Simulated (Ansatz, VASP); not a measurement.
# Two plane-wave programs on SrTe

INCAR

```
PREC = Accurate ; ENCUT = 400
EDIFF = 1E-8 ; ISMEAR = -1
SIGMA = 0.01 ; LREAL = False
LASPH = True ; NELM = 120
ALGO = Normal ; ISIF = 2
LWAVE = False ; LCHARG = False
GGA = PE ; LEFG = True
NBANDS = 15 ; GGA_COMPAT = False
```

The input KPOINTS:

```
Automatic mesh
0
Gamma
  7 7 7
```

File POSCAR:

```
SrTe
1.0
    0.0000000000      3.3890635636      3.3890635636
    3.3890635636      0.0000000000      3.3890635636
    3.3890635636      3.3890635636      0.0000000000
Sr Te
1 1
Direct
    0.0000000000      0.0000000000      0.0000000000
    0.5000000000      0.5000000000      0.5000000000
```

Input for Ansatz:

```yaml
crystal:
  lattice:
    - [0.0, 3.3890635636, 3.3890635636]
    - [3.3890635636, 0.0, 3.3890635636]
    - [3.3890635636, 3.3890635636, 0.0]
  atoms:
    - { symbol: Sr, position: [0.0, 0.0, 0.0] }
    - { symbol: Te, position: [0.5, 0.5, 0.5] }
kpoints:
  mp_grid: { grid: [7, 7, 7] }
scf:
  occupations: { method: fermi_dirac, width: 0.01 }
hamiltonian:
  xc: pbe
  pseudopotentials: { kind: paw }
output:
  forces: true
  stress: true
  eigenvalues: true
  efg: { contact_densities: true }
```

Change from the starting cell: volume scaled by 1.03, PAW files.

Alike in both runs: task electric field gradients; functional PBE; k mesh 7 × 7 × 7; occupations fermi-dirac, width 0.01 eV; no spin polarisation.

```csv
,VASP,Ansatz
version,VASP 6.6.1,Ansatz 0.2.0
potentials or method,"VASP PAW PBE potentials, release 64 (Sr_sv, Te)","PAW with Ansatz's default frozen-core files, scalar-relativistic"
plane-wave cutoff (eV),400,420
valence electrons in the cell,16,26
```

VASP gave:

```
gap on the k mesh at the Fermi level (eV) : 1.87
pressure (GPa)                            : -0.8
```

Which values does Ansatz return?

gap on the k mesh at the Fermi level (eV): 1.90; pressure (GPa): -0.8.

With one functional, cell and mesh, what is left measures potentials, basis and numerics. VASP's potentials hold 16 valence electrons a cell and Ansatz's 26, so a difference there can come from the potentials and not from the codes.

Spin-orbit coupling is off throughout.
